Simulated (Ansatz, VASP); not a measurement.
AlAs in VASP and in Ansatz

Contents of INCAR:

```
ALGO = Normal
EDIFF = 1E-6
ENCUT = 500
GGA_COMPAT = F
ISIF = 2
ISMEAR = -1
LASPH = T
LCHARG = F
LREAL = F
LWAVE = F
NBANDS = 11
NELM = 120
PREC = Accurate
SIGMA = 0.08
```

KPOINTS

```
k-points
0
Gamma
  11 11 11
```

File POSCAR:

```
AlAs
1.0
    0.0000000000      2.6124504360      2.6124504360
    2.6124504360      0.0000000000      2.6124504360
    2.6124504360      2.6124504360      0.0000000000
Al As
1 1
Direct
    0.0000000000      0.0000000000      0.0000000000
    0.2500000000      0.2500000000      0.2500000000
```

Input for Ansatz:

```yaml
crystal:
  lattice:
    - [0.0, 2.612450436, 2.612450436]
    - [2.612450436, 0.0, 2.612450436]
    - [2.612450436, 2.612450436, 0.0]
  atoms:
    - { symbol: Al, position: [0.0, 0.0, 0.0] }
    - { symbol: As, position: [0.25, 0.25, 0.25] }
kpoints:
  mp_grid: { grid: [11, 11, 11] }
scf:
  occupations: { method: fermi_dirac, width: 0.08 }
hamiltonian:
  xc: lda
  pseudopotentials: { kind: all_electron, lapw: { basis_error: 0.001 } }
output:
  forces: true
  stress: true
  eigenvalues: true
  populations: true
```

Change from the starting cell: volume scaled by 0.8, LAPW.

Alike in both runs: task single point; functional LDA; k mesh 11 × 11 × 11; occupations fermi-dirac, width 0.08 eV; no spin polarisation.

|  | VASP | Ansatz |
| --- | --- | --- |
| version | VASP 6.6.1 | Ansatz 0.2.0 |
| potentials or method | VASP PAW LDA potentials, release 64 (Al, As), cutoff 500 eV | all-electron LAPW, scalar-relativistic |

VASP gave:

| Property | Result |
| --- | --- |
| pressure (GPa) | 27.8 |

Question: Estimate Ansatz's values.

Answer: Pressure (GPa): 26.8.

LDA's correlation is that of Perdew and Zunger in VASP and of Perdew and Wang (1992) in Ansatz. Ansatz ran all-electron here, and VASP with PAW potentials.
